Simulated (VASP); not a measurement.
# MoS2 (P6_3/mmc) in VASP: a series of runs

MoS2 is run at these levels: PBE; tasks: single point.

All numbers are computed with VASP 6.6.1; they aren't measurements. Logs are shortened: lines on timing, memory, paths and dates and some standing lists are left out, and cuts for length are marked.

**The experiment to reproduce.**

“Multiwavelength excitation Raman Scattering Analysis of bulk and 2 dimensional MoS2: Vibrational properties of atomically thin MoS2 layers”, 2015, arxiv:1506.03228 reports, for a bulk crystal of MoS2 at 300 K: band gap 1.3 eV (indirect).

The results are compared with them further down.

## Step 1: The cell of the first run

The structure is hexagonal, space group P6_3/mmc (No. 194). The conventional cell has a = 3.169 Å, b = 3.169 Å, c = 12.324 Å, α = 90.00°, β = 90.00°, γ = 120.00°. Within 3.2 Å of Mo (site symmetry -6m2) lie 6 S at 2.41 Å and 6 Mo at 3.17 Å. S (site symmetry 3m) has 3 Mo at 2.41 Å and 7 S at 3.13 to 3.17 Å within 3.2 Å.

## Step 2: Single point, PBE

File INCAR:

```
SYSTEM = MoS2
  PREC = Accurate
  ENCUT = 520
  EDIFF = 1E-7
  ISMEAR = 1
  SIGMA = 0.15
  LREAL = .False.
  LASPH = .True.
  NELM = 60
  ALGO = Normal
  ISIF = 2
  LWAVE = .False.
  LCHARG = .False.
  GGA = PE
  NBANDS = 35
```

File KPOINTS:

```
regular mesh
0
Gamma
  3 3 1
  0 0 0
```

File POSCAR:

```
MoS2
1.0
    3.1690000000      0.0000000000      0.0000000000
   -1.5845000000      2.7444345000      0.0000000000
    0.0000000000      0.0000000000     12.3240000000
Mo S
2 4
Direct
    0.3333333333      0.6666666667      0.2500000000
    0.6666666667      0.3333333333      0.7500000000
    0.3333333333      0.6666666667      0.6230000000
    0.6666666667      0.3333333333      0.1230000000
    0.3333333333      0.6666666667      0.8770000000
    0.6666666667      0.3333333333      0.3770000000
```

Potentials or basis: VASP PAW PBE potentials, release 64 (Mo_sv, S).

Run with:

```bash
$ cat potpaw_PBE.64/Mo_sv/POTCAR potpaw_PBE.64/S/POTCAR > POTCAR
$ mpirun -np 1 vasp_std > vasp.out
```

OUTCAR:

```text
SYSTEM = MoS2
   PREC = Accurate
   ENCUT = 520
   EDIFF = 1E-7
   ISMEAR = 1
   LREAL = .False.
   LASPH = .True.
   NELM = 60
   ISIF = 2
   GGA = PE

 ion  position               nearest neighbor table
   1  0.333  0.667  0.250-   4 2.41   6 2.41   4 2.41   6 2.41   4 2.41   6 2.41
   2  0.667  0.333  0.750-   3 2.41   5 2.41   3 2.41   5 2.41   3 2.41   5 2.41
   3  0.333  0.667  0.623-   2 2.41   2 2.41   2 2.41
   4  0.667  0.333  0.123-   1 2.41   1 2.41   1 2.41
   5  0.333  0.667  0.877-   2 2.41   2 2.41   2 2.41
   6  0.667  0.333  0.377-   1 2.41   1 2.41   1 2.41

  LATTYP: Found a hexagonal cell.
 ALAT       =     3.1690000000
 C/A-ratio  =     3.8889239508

  Lattice vectors:

 A1 = (   3.1690000000,   0.0000000000,   0.0000000000)
 A2 = (  -1.5845000000,   2.7444345000,   0.0000000000)
 A3 = (   0.0000000000,   0.0000000000,  12.3240000000)

Analysis of symmetry for initial positions (statically):
=====================================================================
 Subroutine PRICEL returns:
 Original cell was already a primitive cell.

 Routine SETGRP: Setting up the symmetry group for a
 hexagonal supercell.

 Subroutine GETGRP returns: Found 24 space group operations
 (whereof 12 operations were pure point group operations)
 out of a pool of 24 trial point group operations.

The static configuration has the point symmetry D_3d.
 The point group associated with its full space group is D_6h.

Analysis of symmetry for dynamics (positions and initial velocities):
=====================================================================
 Subroutine PRICEL returns:
 Original cell was already a primitive cell.

 Routine SETGRP: Setting up the symmetry group for a
 hexagonal supercell.

 Subroutine GETGRP returns: Found 24 space group operations
 (whereof 12 operations were pure point group operations)
 out of a pool of 24 trial point group operations.

The dynamic configuration has the point symmetry D_3d.
 The point group associated with its full space group is D_6h.

 Subroutine INISYM returns: Found 24 space group operations
 (whereof 12 operations are pure point group operations),
 and found     1 'primitive' translations

----------------------------------------------------------------------------------------

                                     Primitive cell

  volume of cell :     107.1832

  direct lattice vectors                    reciprocal lattice vectors
     3.169000000  0.000000000  0.000000000     0.315556958  0.182186895  0.000000000
    -1.584500000  2.744434500  0.000000000     0.000000000  0.364373790  0.000000000
     0.000000000  0.000000000 12.324000000     0.000000000  0.000000000  0.081142486

  length of vectors
     3.169000000  3.168999996 12.324000000     0.364373789  0.364373790  0.081142486

  position of ions in fractional coordinates (direct lattice)
     0.333333333  0.666666667  0.250000000
     0.666666667  0.333333333  0.750000000
     0.333333333  0.666666667  0.623000000
     0.666666667  0.333333333  0.123000000
     0.333333333  0.666666667  0.877000000
     0.666666667  0.333333333  0.377000000

  ion indices of the primitive-cell ions
   primitive index   ion index
                 1           1
                 2           2
                 3           3
                 4           4
                 5           5
                 6           6

----------------------------------------------------------------------------------------

 KPOINTS: regular mesh

Automatic generation of k-mesh.
 Grid dimensions read from file:
 generate k-points for:    3    3    1

 Generating k-lattice:

  Cartesian coordinates                     Fractional coordinates (reciprocal lattice)
     0.105185653  0.060728965  0.000000000     0.333333333  0.000000000  0.000000000
     0.000000000  0.121457930  0.000000000     0.000000000  0.333333333  0.000000000
     0.000000000  0.000000000  0.081142486     0.000000000  0.000000000  1.000000000

  Length of vectors
     0.121457930  0.121457930  0.081142486

  Shift w.r.t. Gamma in fractional coordinates (k-lattice)
     0.000000000  0.000000000  0.000000000

 Subroutine IBZKPT returns following result:
 ===========================================

 Found      3 irreducible k-points:

 Following reciprocal coordinates:
            Coordinates               Weight
  0.000000  0.000000  0.000000      1.000000
  0.333333  0.000000  0.000000      6.000000
  0.333333  0.333333  0.000000      2.000000
   k-points           NKPTS =      3   k-points in BZ     NKDIM =      3   number of bands    NBANDS=     35
   number of dos      NEDOS =    301   number of ions     NIONS =      6
   total plane-waves  NPLWV =  55296
   dimension x,y,z NGX =    24 NGY =   24 NGZ =   96
   dimension x,y,z NGXF=    48 NGYF=   48 NGZF=  192
   ions per type =               2   4
   NGX,Y,Z   is equivalent  to a cutoff of  12.59, 12.59, 12.95 a.u.
   NGXF,Y,Z  is equivalent  to a cutoff of  25.18, 25.18, 25.90 a.u.
 SYSTEM =  MoS2
   PREC   = accura    normal or accurate (medium, high low for compatibility)
   ISTART =      0    job   : 0-new  1-cont  2-samecut
   ICHARG =      2    charge: 1-file 2-atom 10-const
   ISPIN  =      1    spin polarized calculation?
   LNONCOLLINEAR =      F non collinear calculations
   LSORBIT =      F    spin-orbit coupling
   LASPH  =      T    aspherical Exc in radial PAW
   ENCUT  =  520.0 eV  38.22 Ry    6.18 a.u.   5.89  5.89 22.91*2*pi/ulx,y,z
   NELM   =     60;   NELMIN=  2; NELMDL= -5     # of ELM steps
   EDIFF  = 0.1E-06   stopping-criterion for ELM
   LREAL  =      F    real-space projection
   EDIFFG = 0.1E-05   stopping-criterion for IOM
   NSW    =      0    number of steps for IOM
   IBRION =     -1    ionic relax: 0-MD 1-quasi-New 2-CG
   NFREE  =      0    steps in history (QN), initial steepest desc. (CG)
   ISIF   =      2    stress and relaxation
   ISYM   =      2    0-nonsym 1-usesym 2-fastsym
   POTIM  = 0.5000    time-step for ionic-motion
   TEBEG  =    0.0;   TEEND  =   0.0 temperature during run
   PSTRESS=    0.0 pullay stress
   NELECT =      52.0000    total number of electrons
   NUPDOWN=      -1.0000    fix difference up-down
   EMIN   =  10.00;   EMAX   =-10.00  energy-range for DOS
   EFERMI =   0.00;   METHOD = LEGACY
   ISMEAR =     1;   SIGMA  =   0.15  broadening in eV -4-tet -1-fermi 0-gaus
   EFERMI_NEDOS =   21; number of points for ismear=-14 and -15
   IALGO  =     38    algorithm
   IMIX   =      4    mixing-type and parameters
     AMIX     =   0.40;   BMIX     =  1.00
     AMIX_MAG =   1.60;   BMIX_MAG =  1.00
  volume/ion in A,a.u.               =      17.86       120.55
  Fermi-wavevector in a.u.,A,eV,Ry     =   1.286373  2.430893 22.514325  1.654756
  Thomas-Fermi vector in A             =   2.418452
   LORBIT       =      0    0 simple, 1 ext, 2 COOP (PROOUT), +10 PAW based schemes
   GGA     = PE    functional components
   LHFCALC =     F    Hartree Fock is set to
   AEXX    =    0.0000 exact exchange contribution
   IVDW    =     0    specifies the selected vdW correction
   LEPSILON=     F    determine dielectric tensor
   LRPA    =     F    only Hartree local field effects (RPA)
 non-spin polarized calculation
 Methfessel and Paxton  Order N= 1 SIGMA  =   0.15
  energy-cutoff  :      520.00
  volume of cell :      107.18
 maximum number of plane-waves:      2892
 NGX is ok and might be reduce to    24
   NGX = 11   NGY = 11   NGZ = 45

 number of electron      51.9999997 magnetization

 Free energy of the ion-electron system (eV)
  ---------------------------------------------------
  ext. energy  EPLUGINS =         0.00000000
  ---------------------------------------------------
  free energy    TOTEN  =       -43.59309787 eV

  energy without entropy =      -43.59406419  energy(sigma->0) =      -43.59341997

 E-fermi :   7.6215     XC(G=0): -10.8207

 val. band max:        7.4952475506   @ k =   0.0000   0.0000   0.0000
 cond. band min:       8.6055480443   @ k =   0.3333   0.3333   0.0000
 fundamental gap:      1.1103004936
 Fermi energy:         7.6215298682

 k-point     1 :       0.0000    0.0000    0.0000
  band No.  band energies     occupation
      1     -53.9037      2.00000
      2     -53.9037      2.00000
      3     -28.1129      2.00000
      4     -28.1128      2.00000
      5     -27.8134      2.00000
      6     -27.8134      2.00000
[... 27 lines left out ...]
     34       9.9493     -0.00000
     35      13.0845      0.00000

 k-point     2 :       0.3333    0.0000    0.0000
  band No.  band energies     occupation
      1     -53.8739      2.00000
      2     -53.8739      2.00000
      3     -28.1071      2.00000
      4     -28.1071      2.00000
      5     -28.0541      2.00000
      6     -28.0541      2.00000
[... 27 lines left out ...]
     34      11.1130      0.00000
     35      14.1556      0.00000

 k-point     3 :       0.3333    0.3333    0.0000
  band No.  band energies     occupation
      1     -53.8590      2.00000
      2     -53.8590      2.00000
      3     -28.1063      2.00000
      4     -28.1063      2.00000
      5     -28.0619      2.00000
      6     -28.0619      2.00000
[... 27 lines left out ...]
     34      11.7790      0.00000
     35      13.3229      0.00000

------------------------ aborting loop because EDIFF is reached ----------------------------------------

  FORCE on cell =-STRESS in cart. coord.  units (eV):
  Direction    XX          YY          ZZ          XY          YZ          ZX
  --------------------------------------------------------------------------------------
  -------------------------------------------------------------------------------------
  Total        1.3610236      1.3610236      1.1439461      0.0000000      0.0000000      0.0000000
  in kB       20.3446128     20.3446128     17.0997339      0.0000000      0.0000000      0.0000000
  external PRESSURE =      19.2629865 kB  Pullay stress =       0.0000000 kB

 VOLUME and BASIS-vectors are now :
 -----------------------------------------------------------------------------
  energy-cutoff  :      520.00
  volume of cell :      107.18
      direct lattice vectors                 reciprocal lattice vectors
     3.169000000  0.000000000  0.000000000     0.315556958  0.182186895  0.000000000
    -1.584500000  2.744434500  0.000000000     0.000000000  0.364373790  0.000000000
     0.000000000  0.000000000 12.324000000     0.000000000  0.000000000  0.081142486

 POSITION                                       TOTAL-FORCE (eV/Angst)
 -----------------------------------------------------------------------------------
     -0.00000      1.82962      3.08100        -0.000000      0.000000     -0.000000
      1.58450      0.91481      9.24300         0.000000     -0.000000     -0.000000
     -0.00000      1.82962      7.67785        -0.000000      0.000000      0.299828
      1.58450      0.91481      1.51585         0.000000     -0.000000      0.299828
     -0.00000      1.82962     10.80815        -0.000000     -0.000000     -0.299828
      1.58450      0.91481      4.64615         0.000000     -0.000000     -0.299828
 -----------------------------------------------------------------------------------
    total drift:                               -0.000000      0.000000     -0.000000

  FREE ENERGIE OF THE ION-ELECTRON SYSTEM (eV)
  ---------------------------------------------------
  free  energy   TOTEN  =       -43.5930978676 eV

  energy  without entropy=      -43.5940641877  energy(sigma->0) =      -43.59341997
```

Run time: 8.9 s. Hardware: 1 thread of Intel Xeon 6975P-C (Granite Rapids), shared host; peak memory 0.21 GiB.

Results:

| Property | Result |
| --- | --- |
| Free energy | -43.5931 eV |
| Pressure | 1.9 GPa |
| Largest force | 0.300 eV/Å |
| Band gap on the k mesh | 1.11 eV, indirect (least direct gap 1.63 eV) |

Forces in eV/Å, atoms in the order of the input:
```
Mo   0.000  0.000  0.000
Mo   0.000  0.000  0.000
S    0.000  0.000  0.300
S    0.000  0.000  0.300
S    0.000  0.000 -0.300
S    0.000  0.000 -0.300
```

Stress tensor (GPa, compression positive):
```
2.03 0.00 0.00
0.00 2.03 0.00
0.00 0.00 1.71
```

Caveat: the k points lie up to 0.76 Å⁻¹ apart; this functional lacks dispersion, which binds the layers, so the pressure and a relaxed spacing across them are unreliable. PBE gaps usually lie below the measured ones, often by a third to a half.

## Step 3: Single point, PBE

File INCAR:

```
  PREC = Accurate
  ENCUT = 520
  EDIFF = 1E-6
  ISMEAR = 1
  SIGMA = 0.15
  LREAL = False
  LASPH = True
  NELM = 60
  ALGO = Normal
  ISIF = 2
  LWAVE = False
  LCHARG = False
  GGA = PE
  NBANDS = 35
```

File KPOINTS:

```
regular mesh
0
Gamma
  4 4 1
```

POSCAR is that of step 2.

Potentials or basis: VASP PAW PBE potentials, release 64 (Mo_sv, S).

Run with:

```bash
$ cat potpaw_PBE.64/Mo_sv/POTCAR potpaw_PBE.64/S/POTCAR > POTCAR
$ mpirun -np 1 vasp_std > vasp.out
```

It took 10 s on 1 thread of Intel Xeon 6975P-C (Granite Rapids), shared host; peak memory 0.21 GiB.

The run converged. Its results:

| Property | Result |
| --- | --- |
| Free energy | -43.6943 eV |
| Pressure | 1.6 GPa |
| Largest force | 0.136 eV/Å |
| Band gap on the k mesh | 1.22 eV, indirect (least direct gap 2.11 eV) |

Forces on the atoms (eV/Å):
```
Mo   0.000  0.000  0.000
Mo   0.000  0.000  0.000
S    0.000  0.000  0.136
S    0.000  0.000  0.136
S    0.000  0.000 -0.136
S    0.000  0.000 -0.136
```

Stress tensor (GPa, compression positive):
```
1.28 0.00 0.00
0.00 1.28 0.00
0.00 0.00 2.25
```

Levels at points of the mesh, in eV from the valence-band top:
```csv
k point,band 22,band 23,band 24,band 25,band 26,band 27,band 28,band 29,band 30,band 31
"(0.00, 0.00, 0.00)",-2.12,-2.12,-1.19,-1.14,0.00,2.11,2.11,2.14,2.14,2.27
"(0.50, 0.00, 0.00)",-2.49,-1.73,-1.53,-1.39,-1.27,1.62,1.66,2.02,2.28,2.87
```

Caveat: the k points lie up to 0.57 Å⁻¹ apart; this functional lacks dispersion, which binds the layers, so the pressure and a relaxed spacing across them are unreliable.

[end of part 1 of 2]
